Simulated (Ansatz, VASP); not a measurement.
**SrTiO3: VASP beside Ansatz**

File INCAR:

```
SYSTEM = SrTiO3
PREC = Accurate
ENCUT = 520
EDIFF = 1E-7
ISMEAR = 0
SIGMA = 0.05
LREAL = .FALSE.
LASPH = .TRUE.
NELM = 60
ALGO = Normal
ISIF = 2
LWAVE = .FALSE.
LCHARG = .TRUE.
GGA = PS
LELF = .TRUE.
LVHAR = .TRUE.
NBANDS = 28
```

The input KPOINTS:

```
Automatic mesh
0
G
  8 8 8
  0 0 0
```

POSCAR

```
SrTiO3
1.0
    3.8913815400      0.0000000000      0.0000000000
    0.0000000000      3.8913815400      0.0000000000
    0.0000000000      0.0000000000      3.8913815400
Sr Ti O
1 1 3
Direct
    0.0072188559      0.0000000000      0.0000000000
    0.5178206165      0.5000000000      0.5000000000
   -0.0291211991      0.5000000000      0.5000000000
    0.4681347103      0.0000000000      0.5000000000
    0.4681347103      0.5000000000      0.0000000000
```

Input for Ansatz:

```yaml
crystal:
  lattice:
    - [3.89138154, 0.0, 0.0]
    - [0.0, 3.89138154, 0.0]
    - [0.0, 0.0, 3.89138154]
  atoms:
    - { symbol: Sr, position: [0.0072188559, 0.0, 0.0] }
    - { symbol: Ti, position: [0.5178206165, 0.5, 0.5] }
    - { symbol: O, position: [-0.0291211991, 0.5, 0.5] }
    - { symbol: O, position: [0.4681347103, 0.0, 0.5] }
    - { symbol: O, position: [0.4681347103, 0.5, 0.0] }
basis:
  ecutwfc: 520.0
kpoints:
  mp_grid: { grid: [8, 8, 8] }
hamiltonian:
  xc: pbesol
  pseudopotentials: { kind: paw, azcp: { folder: soft_1 } }
scf:
  occupations: { method: gaussian, width: 0.05 }
output:
  forces: true
  stress: true
  eigenvalues: true
```

Change from the starting cell: mode 1 frozen in at -0.124 Å and mode 7 at +0.000 Å (largest displacements).

Alike in both runs: task single point; functional PBEsol; k mesh 8 × 8 × 8; occupations gaussian, width 0.05 eV; no spin polarisation.

```csv
,VASP,Ansatz
version,VASP 6.6.1,Ansatz 0.2.0
potentials or method,"VASP PAW PBE potentials, release 64 (Sr_sv, Ti_sv, O), cutoff 520 eV","scalar-relativistic, plane waves, PAW"
valence electrons in the cell,40,40
```

```tsv
	VASP	Ansatz	Ansatz less VASP
gap on the k mesh at the Fermi level (eV)	1.92	1.96	+0.040
least direct gap on the mesh (eV)	2.54	2.56	+0.024
pressure (GPa)	3.1	2.4	-0.69
traceless stress, the component that is largest in VASP (GPa)	4.84	4.70	-0.137
rms of the force components (eV/Å)	0.421	0.390	-0.0309
```

VASP's potentials were made for PBE, not for PBEsol, and Ansatz warns of the same on its side. Atom by atom the forces differ by 0.032 eV/Å (rms over components).
